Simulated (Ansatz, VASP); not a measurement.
# Cs: VASP beside Ansatz

```
Cs
1.0
     0.00000    3.87697    3.87697
     3.87697    0.00000    3.87697
     3.87697    3.87697    0.00000
Cs
1
Cartesian
  0.0000 0.0000 0.0000
```

Alike in both runs: functional PBE; k mesh 9 × 9 × 9; occupations fermi-dirac, width 0.05 eV; no spin polarisation.

Ansatz relaxed the structure, and its values are those at the end. VASP's run is a single point on that final structure, the one shown.

```csv
,VASP,Ansatz
version,VASP 6.6.1,Ansatz 0.2.0
potentials or method,"VASP PAW PBE potentials, release 64 (Cs_sv)","PAW with Ansatz's default frozen-core files, scalar-relativistic"
plane-wave cutoff (eV),520,420
valence electrons in the cell,9,9
```

```csv
,VASP,Ansatz,Ansatz less VASP
pressure (GPa),0.0,0.0,+0.01
```

Spin-orbit coupling is off throughout.
